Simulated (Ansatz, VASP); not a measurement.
Te in VASP and in Ansatz

```xyz
3
Lattice="1.9079 1.1015 9.2208 -1.9079 1.1015 9.2208 0.0000 -2.2031 9.2208" Properties=species:S:1:pos:R:3 pbc="T T T"
Te    0.0000    0.0000    0.0000
Te    0.0000    0.0000    6.1471
Te    0.0000    0.0000   21.5152
```

Alike in both runs: task single point; functional PBE; k mesh 6 × 6 × 6; occupations gaussian, width 0.1 eV; no spin polarisation.

```csv
,VASP,Ansatz
version,VASP 6.6.1,Ansatz 0.2.0
potentials or method,"VASP PAW PBE potentials, release 64 (Te), cutoff 520 eV","scalar-relativistic, plane waves, PAW"
valence electrons in the cell,18,48
```

|  | VASP | Ansatz | Ansatz less VASP |
| --- | --- | --- | --- |
| gap on the k mesh at the Fermi level (eV) | none | none | - |
| pressure (GPa) | -7.7 | -7.7 | +0.03 |
| traceless stress, the component that is largest in VASP (GPa) | -2.07 | -2.07 | +0.003 |
| rms of the force components (eV/Å) | 0.014 | 0.014 | +0.0001 |

Atom by atom the forces differ by 0.000 eV/Å (rms over components). A gap of «none» marks a metal or a gap that the smearing closes. VASP's potentials hold 18 valence electrons a cell and Ansatz's 48, so a difference there can come from the potentials and not from the codes.

Spin-orbit coupling is off throughout.
